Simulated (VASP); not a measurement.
# Ir in VASP: settings compared, part 2 of 2

VASP 6.6.1. Earlier steps stand in the parts before.

## Step 5: Relaxation of cell and atoms, PBE+D3(BJ)

This run uses another cell than the first one, of 14.63 Å³/atom.

INCAR reads:

```
ALGO = Fast ; EDIFF = 1E-7
EDIFFG = -0.01 ; ENCUT = 600
GGA = PE ; IBRION = 2
ISIF = 3 ; ISMEAR = -1
IVDW = 12 ; LASPH = T
LCHARG = F ; LREAL = F
LWAVE = F ; NELM = 80
NSW = 60 ; PREC = Accurate
SIGMA = 0.05
```

KPOINTS reads:

```
k-points
0
Gamma
  11 11 6
```

POSCAR reads:

```
Ir
1.0
    2.7513778900      0.0000000000      0.0000000000
   -1.3756889500      2.3827631500      0.0000000000
    0.0000000000      0.0000000000      4.4622900000
Ir
2
Direct
    0.6693514700      0.3368738000      0.7482950900
    0.3306485300      0.6631262000      0.2517049100
```

Potentials or basis: VASP PAW PBE potentials, release 64 (Ir).

Started as:

```console
$ cat potpaw_PBE.64/Ir/POTCAR > POTCAR
$ mpirun -np 1 vasp_std > vasp.out
```

OUTCAR:

```text
EDIFF = 1E-7
   EDIFFG = -0.01
   ENCUT = 600
   GGA = PE
   IBRION = 2
   ISIF = 3
   ISMEAR = -1
   IVDW = 12
   LASPH = T
   LREAL = F
   NELM = 80
   NSW = 60
   PREC = Accurate
 IVDW          = 12

 ion  position               nearest neighbor table
   1  0.669  0.337  0.748-   2 2.72   2 2.72   2 2.74   2 2.74   2 2.75   2 2.76
   2  0.331  0.663  0.252-   1 2.72   1 2.72   1 2.74   1 2.74   1 2.75   1 2.76

  LATTYP: Found a hexagonal cell.
 ALAT       =     2.7513778900
 C/A-ratio  =     1.6218382855

  Lattice vectors:

 A1 = (   2.7513778900,   0.0000000000,   0.0000000000)
 A2 = (  -1.3756889500,   2.3827631500,   0.0000000000)
 A3 = (   0.0000000000,   0.0000000000,   4.4622900000)

Analysis of symmetry for initial positions (statically):
=====================================================================
 Subroutine PRICEL returns:
 Original cell was already a primitive cell.

 Routine SETGRP: Setting up the symmetry group for a
 hexagonal supercell.

 Subroutine GETGRP returns: Found  2 space group operations
 (whereof  2 operations were pure point group operations)
 out of a pool of 24 trial point group operations.

The static configuration has the point symmetry S_2 .

Analysis of symmetry for dynamics (positions and initial velocities):
=====================================================================
[... 170 lines left out ...]
  band No.  band energies     occupation
      1      -0.9272      2.00000
      2       2.1079      2.00000
      3       6.1851      2.00000
      4       6.2804      2.00000
      5       6.3024      2.00000
      6       6.8993      2.00000
      7       6.9295      2.00000
      8       7.6255      2.00000
      9       7.7303      2.00000
     10       9.2144      2.00000
     11      10.1465      0.02729
     12      10.2599      0.00286
     13      16.7236      0.00000
[... 481 lines left out ...]
  FREE ENERGIE OF THE ION-ELECTRON SYSTEM (eV)
  ---------------------------------------------------
  free  energy   TOTEN  =       -18.9758342226 eV

  energy  without entropy=      -18.9513004577  energy(sigma->0) =      -18.96356734

[... ionic steps 4 to 9 ...]

--------------------------------------- Ionic step       10  -------------------------------------------

 number of electron      18.0000000 magnetization

------------------------ aborting loop because EDIFF is reached ----------------------------------------
[... 75 lines left out ...]
--------------------------------------- Ionic step       12  -------------------------------------------

 number of electron      18.0000000 magnetization

 Free energy of the ion-electron system (eV)
  ---------------------------------------------------
  ext. energy  EPLUGINS =         0.00000000
  ---------------------------------------------------
  free energy    TOTEN  =       -17.51948592 eV

  energy without entropy =      -17.49468722  energy(sigma->0) =      -17.50708657

 E-fermi :  10.3707     XC(G=0): -13.9406

 val. band max:       10.3611261745   @ k =  -0.4545  -0.1818  -0.1667
 cond. band min:      10.3746622950   @ k =   0.2727   0.0909   0.3333
 fundamental gap:      0.0135361205
 Fermi energy:        10.3707339636

 k-point     1 :       0.0000    0.0000    0.0000
  band No.  band energies     occupation
      1      -0.7659      2.00000
      2       2.2774      2.00000
      3       6.4789      2.00000
      4       6.5785      2.00000
      5       6.5795      2.00000
      6       7.2311      2.00000
      7       7.2330      2.00000
      8       8.0166      2.00000
      9       8.0185      2.00000
     10       9.5828      2.00000
     11      10.6500      0.00748
     12      10.6526      0.00709
     13      17.4047      0.00000
[... 401 lines left out ...]
  FREE ENERGIE OF THE ION-ELECTRON SYSTEM (eV)
  ---------------------------------------------------
  free  energy   TOTEN  =       -18.9774321231 eV

  energy  without entropy=      -18.9526334281  energy(sigma->0) =      -18.96503278

 reached required accuracy - stopping structural energy minimisation
```

OSZICAR:

```text
N       E                     dE             d eps       ncg     rms          rms(c)
DAV:   1     0.164104055514E+03    0.16410E+03   -0.94142E+03  9464   0.156E+03
DAV:   2    -0.113513605895E+02   -0.17546E+03   -0.16248E+03  9579   0.386E+02
[... 132 lines left out ...]
  11 F= -.18977423E+02 E0= -.18965023E+02  d E =-.140474E-03
       N       E                     dE             d eps       ncg     rms          rms(c)
DAV:   1    -0.175194896158E+02   -0.27265E-03   -0.26040E-03  9529   0.388E-01    0.204E-02
RMM:   2    -0.175194864330E+02    0.31828E-05   -0.45271E-05  9464   0.786E-02    0.899E-03
RMM:   3    -0.175194854357E+02    0.99728E-06   -0.15239E-05  9513   0.435E-02    0.367E-03
RMM:   4    -0.175194859595E+02   -0.52376E-06   -0.64667E-06 11954   0.227E-02    0.260E-03
RMM:   5    -0.175194859179E+02    0.41631E-07   -0.36305E-07  6837   0.478E-03
  12 F= -.18977432E+02 E0= -.18965033E+02  d E =-.951937E-05
```

CONTCAR:

```text
Ir
   1.00000000000000
     2.7285845657856531   -0.0000346739361443    0.0000396717377106
    -1.3643222932822177    2.3631884677501382    0.0000682716804465
     0.0000643592031556    0.0001644539975236    4.4234122337410895
  Ir
     2
Direct
     0.6667167919942464    0.3334036828243854    0.7499554799692272
     0.3332832080057535    0.6665963171756147    0.2500445200307729

  0.00000000E+00  0.00000000E+00  0.00000000E+00
  0.00000000E+00  0.00000000E+00  0.00000000E+00
```

It took 13 min on 1 thread of Intel Xeon Platinum 8488C (Sapphire Rapids), shared host; peak memory 0.32 GiB.

What came out:

| Property | Result |
| --- | --- |
| Free energy | -18.9774 eV |
| Relaxed volume | 14.26 Å³/atom |
| Relaxed cell | a = 2.729 Å, b = 2.729 Å, c = 4.423 Å, α = 90.00°, β = 90.00°, γ = 120.00° |
| Space group after relaxing (to 0.1 Å) | P6_3/mmc (No. 194) |
| Energy gained by relaxing | 11.4 meV/atom |
| Ionic steps | 12 |
| Pressure after relaxing | 0.0 GPa |
| Largest force after relaxing | 0.005 eV/Å |
| Band gap on the k mesh | zero (bands 9 and 10 overlap by 3.21 eV) |
| Dispersion energy per atom | -0.729 eV |

Forces in eV/Å, atoms in the order of the input:
```
Ir   0.000 -0.002  0.005
Ir   0.000  0.002 -0.005
```

The path:
```tsv
step	energy change (eV)	largest force (eV/Å)	pressure (GPa)	volume (Å³)
1	0.0000	0.1867	-8.78	29.25
2	0.2916	0.0649	43.76	25.99
3	-0.0213	0.1754	-0.23	28.54
4	-0.0213	0.1743	0.11	28.51
5	-0.0213	0.1737	0.30	28.50
6	-0.0227	0.0468	0.25	28.50
7	-0.0227	0.0480	0.25	28.50
8	-0.0227	0.0247	-0.76	28.58
9	-0.0227	0.0376	-0.30	28.54
10	-0.0229	0.0181	-0.09	28.53
11	-0.0229	0.0104	0.04	28.52
12	-0.0229	0.0052	-0.04	28.52
```

Final structure:
```
CELL_PARAMETERS angstrom
2.72858 -0.00003 0.00004
-1.36432 2.36319 0.00007
0.00006 0.00016 4.42341
ATOMIC_POSITIONS crystal
Ir 0.66672 0.33340 0.74996
Ir 0.33328 0.66660 0.25004
```

Levels at points of the mesh, in eV from the Fermi level:
| k point | band 7 | band 8 | band 9 | band 10 | band 11 | band 12 |
| --- | --- | --- | --- | --- | --- | --- |
| (0.00, 0.00, 0.00) | -3.14 | -2.35 | -2.35 | -0.79 | 0.28 | 0.28 |
| (0.00, 0.00, 0.50) | -3.91 | -3.91 | -0.46 | -0.46 | -0.46 | -0.46 |

Caveat: spin-orbit coupling is left out, which moves the levels of the heavy elements.

## Step 6: Relaxation of cell and atoms, PBE+D4

This run uses another cell than the first one, of 14.63 Å³/atom.

INCAR reads:

```
SYSTEM = Ir
PREC = Accurate ; ENCUT = 600
EDIFF = 1E-7 ; ISMEAR = -1
SIGMA = 0.05 ; LREAL = .FALSE.
LASPH = .TRUE. ; NELM = 60
ALGO = Fast ; ISIF = 3
LWAVE = .FALSE. ; LCHARG = .FALSE.
GGA = PE ; IVDW = 13
IBRION = 2 ; NSW = 60
EDIFFG = -0.01
```

KPOINTS reads:

```
regular mesh
0
G
  11 11 6
  0 0 0
```

POSCAR is that of step 5.

Potentials or basis: VASP PAW PBE potentials, release 64 (Ir).

Started as:

```console
$ cat potpaw_PBE.64/Ir/POTCAR > POTCAR
$ mpirun -np 1 vasp_std > vasp.out
```

Run time: 14 min. Hardware: 1 thread of Intel Xeon Platinum 8488C (Sapphire Rapids), shared host; peak memory 0.31 GiB.

It converged, with:

```
Free energy                           : -19.3539 eV
Relaxed volume                        : 14.23 Å³/atom
Relaxed cell                          : a = 2.726 Å, b = 2.727 Å, c = 4.420 Å, α = 90.00°, β = 90.00°, γ = 120.00°
Space group after relaxing (to 0.1 Å) : P6_3/mmc (No. 194)
Energy gained by relaxing             : 13.5 meV/atom
Ionic steps                           : 11
Pressure after relaxing               : 0.0 GPa
Largest force after relaxing          : 0.009 eV/Å
Band gap on the k mesh                : zero (bands 9 and 10 overlap by 3.22 eV)
Dispersion energy per atom            : -0.919 eV
```

Forces on the atoms (eV/Å):
```
Ir  -0.002 -0.008 -0.004
Ir   0.002  0.008  0.004
```

Stress tensor (GPa, compression positive):
```
 0.07  0.03  0.00
 0.03 -0.09  0.00
 0.00  0.00  0.03
```

Step by step:
```
step  energy change (eV)  largest force (eV/Å)  pressure (GPa)  volume (Å³)
   1              0.0000                0.1869           -9.65        29.25
   2              0.3652                0.0674           50.24        25.68
   3             -0.0253                0.1790           -0.48        28.48
   4             -0.0254                0.1771            0.20        28.44
   5             -0.0254                0.1787           -0.02        28.46
   6             -0.0268                0.0473           -0.07        28.46
   7             -0.0268                0.0487           -0.07        28.46
   8             -0.0269                0.0282            0.23        28.44
   9             -0.0269                0.0199            0.36        28.43
  10             -0.0270                0.0048           -0.09        28.46
  11             -0.0270                0.0092            0.00        28.46
```

Final structure:
```cif
data_structure
_symmetry_space_group_name_H-M 'P 1'
_symmetry_Int_Tables_number 1
_cell_length_a 2.7261
_cell_length_b 2.7269
_cell_length_c 4.4198
_cell_angle_alpha 90.000
_cell_angle_beta 89.999
_cell_angle_gamma 119.997
_cell_volume 28.46
loop_
_atom_site_label
_atom_site_type_symbol
_atom_site_fract_x
_atom_site_fract_y
_atom_site_fract_z
_atom_site_occupancy
Ir1 Ir 0.66687 0.33360 0.75003 1
Ir2 Ir 0.33313 0.66640 0.24997 1
```

Levels at points of the mesh, in eV from the Fermi level:
```
           k point  band 7  band 8  band 9  band 10  band 11  band 12
(0.00, 0.00, 0.00)   -3.15   -2.37   -2.36    -0.79     0.28     0.29
(0.00, 0.00, 0.50)   -3.93   -3.93   -0.46    -0.46    -0.46    -0.46
```

Caveat: spin-orbit coupling is left out, which moves the levels of the heavy elements.

## Step 7: Overview

| task | level | cell | cutoff (eV) | gap on the mesh (eV) | pressure (GPa) | relaxed volume (Å³/atom) | largest force (eV/Å) |
| --- | --- | --- | --- | --- | --- | --- | --- |
| single point | PBE+D4 | a = 2.725, b = 2.725, c = 4.417 Å, angles 90.0, 90.0, 120.0°, 2 atoms, atomic positions A | 520 | none | 0.6 | - | - |
| single point | PBE+D3(BJ) | a = 2.727, b = 2.727, c = 4.420 Å, angles 90.0, 90.0, 120.0°, 2 atoms, atomic positions A | 520 | none | 0.6 | - | - |
| single point | PBE | a = 2.749, b = 2.749, c = 4.453 Å, angles 90.0, 90.0, 120.0°, 2 atoms, atomic positions A | 520 | none | 0.5 | - | - |
| relaxation of cell and atoms | PBE+D3(BJ) | relaxed from a = 2.751, b = 2.751, c = 4.462 Å, angles 90.0, 90.0, 120.0°, 2 atoms, atomic positions B | 600 | none | 0.0 | 14.26 | 0.01 |
| relaxation of cell and atoms | PBE+D4 | relaxed from a = 2.751, b = 2.751, c = 4.462 Å, angles 90.0, 90.0, 120.0°, 2 atoms, atomic positions B | 600 | none | 0.0 | 14.23 | 0.01 |

Alike in all rows: potentials or basis VASP PAW PBE potentials, release 64 (Ir); no spin polarisation; k mesh 11 × 11 × 6; smearing fermi-dirac 0.05 eV.

Caveats: spin-orbit coupling is left out, which moves the levels of the heavy elements.

Absolute energies hang on the potentials; compare differences alone.
